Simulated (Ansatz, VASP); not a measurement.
**One calculation of BaTiO3, two programs**

```
Ba Ti O
1.0
     2.91250    1.68153    2.31773
    -2.91250    1.68153    2.31773
     0.00000   -3.36306    2.31773
Ba Ti O
1 1 3
Direct
  0.00000 0.00000 0.00000
  0.51400 0.51400 0.51400
  0.49160 0.49160 0.98150
  0.49160 0.98150 0.49160
  0.98150 0.49160 0.49160
```

Change from the starting cell: equal xx and yy strain of +3 %.

Alike in both runs: task single point; functional PBE; k mesh 9 × 9 × 9; occupations fermi-dirac, width 0.05 eV; no spin polarisation.

|  | VASP | Ansatz |
| --- | --- | --- |
| version | VASP 6.6.1 | Ansatz 0.2.0 |
| potentials or method | VASP PAW PBE potentials, release 64 (Ba_sv, Ti_sv, O), cutoff 520 eV | all-electron LAPW, scalar-relativistic |

|  | VASP | Ansatz | Ansatz less VASP |
| --- | --- | --- | --- |
| gap on the k mesh at the Fermi level (eV) | 2.21 | 2.25 | +0.038 |
| pressure (GPa) | -3.0 | -4.4 | -1.45 |
| traceless stress, the component that is largest in VASP (GPa) | 4.35 | 4.28 | -0.070 |
| rms of the force components (eV/Å) | 0.151 | 0.175 | +0.0237 |

Atom by atom the forces differ by 0.024 eV/Å (rms over components). Ansatz ran all-electron here, and VASP with PAW potentials.

Neither program's run includes spin-orbit coupling.
